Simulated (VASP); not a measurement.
Wanted: the native input for a VASP 6.6.1 run.

```yaml
Task: single point
Functional: r2SCAN
Potentials_or_basis: VASP PAW PBE potentials, release 64 (Ir_sv_GW)
Cutoff: 550 eV
k_mesh: 7 × 7 × 7
Occupations: fermi-dirac, width 0.1 eV
Spin: no spin polarisation
Dipole_correction: no
Second_run: valence_matched
Further_INCAR_settings: ALGO = Normal; EDIFF = 1e-06; NBANDS = 14
```

Ir:

```
Ir
1.0
     0.00000    1.92285    1.92285
     1.92285    0.00000    1.92285
     1.92285    1.92285    0.00000
Ir
1
Direct
  0.00000 0.00000 0.00000
```

One way to write it, as run:

POSCAR

```
Ir
1.0
    0.0000000000      1.9228496764      1.9228496764
    1.9228496764      0.0000000000      1.9228496764
    1.9228496764      1.9228496764      0.0000000000
Ir
1
Direct
    0.0000000000      0.0000000000      0.0000000000
```

INCAR.step1

```
SYSTEM = Ir
ALGO     = Normal         ! electronic algorithm
EDIFF    = 1E-5           ! SCF threshold, eV
ENCUT    = 550            ! plane-wave cutoff, eV
GGA      = PE             ! functional
GGA_COMPAT= .False.      
ISMEAR   = -1             ! smearing method
LASPH    = .True.         ! aspherical terms in the spheres
LCHARG   = .False.        ! write CHGCAR
LREAL    = .False.        ! projectors in reciprocal space
LWAVE    = .True.         ! write WAVECAR
NBANDS   = 14             ! bands
NELM     = 120            ! most SCF steps
PREC     = Accurate       ! precision mode
SIGMA    = 0.1            ! smearing width, eV
```

INCAR.step2

```
SYSTEM = Ir
ALGO     = Normal         ! electronic algorithm
EDIFF    = 1E-6           ! SCF threshold, eV
ENCUT    = 550            ! plane-wave cutoff, eV
GGA_COMPAT= .False.      
ISIF     = 2              ! what is computed and relaxed
ISMEAR   = -1             ! smearing method
ISTART   = 1            
LASPH    = .True.         ! aspherical terms in the spheres
LCHARG   = .True.         ! write CHGCAR
LELF     = .True.         ! ELF
LMIXTAU  = .True.       
LREAL    = .False.        ! projectors in reciprocal space
LVHAR    = .True.       
LWAVE    = .False.        ! write WAVECAR
METAGGA  = R2SCAN         ! meta-GGA
NBANDS   = 14             ! bands
NELM     = 120            ! most SCF steps
PREC     = Accurate       ! precision mode
SIGMA    = 0.1            ! smearing width, eV
```

KPOINTS

```
k-points
0
Gamma
  7 7 7
  0 0 0
```

Potentials or basis: VASP PAW PBE potentials, release 64 (Ir_sv_GW).

Run with:

```sh
$ cat potpaw_PBE.64/Ir_sv_GW/POTCAR > POTCAR
$ cp INCAR.step1 INCAR
$ mpirun -np 1 vasp_std > vasp.out
$ cp INCAR.step2 INCAR
$ mpirun -np 1 vasp_std > vasp.out
```

Results of the run:

```yaml
Pressure: -3.7 GPa
```

Caveat: the k points lie up to 0.40 Å⁻¹ apart; the PAW data sets were made with another functional, which shifts forces and pressure a little.

It took 28 s on 1 thread of AMD EPYC 7R43 64-Core Processor (Zen 3), with other jobs on the host, peak memory 0.11 GiB.
